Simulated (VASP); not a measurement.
Runs of VASP 6.6.1 on SnSe. The structure is that of space group Fm-3m (No. 225), or close to it. The cells are those of the table. 

| task | level | cell | cutoff (eV) | pressure (GPa) |
| --- | --- | --- | --- | --- |
| electric field gradients | PBE | a = 4.257 Å, angles 60.0°, 2 atoms | 400 | 1.1 |
| electric field gradients | r2SCAN | a = 4.257 Å, angles 60.0°, 2 atoms | 440 | 0.0 |
| single point | PBE | a = 4.321, b = 4.321, c = 4.257 Å, angles 60.5, 60.5, 59.0°, 2 atoms | 500 | (a) |
| single point | PBE | a = 4.257 Å, angles 60.0°, 2 atoms | 500 | 1.1 |
| single point | PBE | a = 4.340 Å, angles 60.0°, 2 atoms | 500 | -1.7 |

Alike in all rows: potentials or basis VASP PAW PBE potentials, release 64 (Sn_d, Se); no spin polarisation; k mesh 13 × 13 × 13; smearing fermi-dirac 0.02 eV.

Q: Estimate the missing entries.

A: (a) -0.3.

Caveats: the PAW data sets were made with another functional, which shifts forces and pressure a little (some runs).
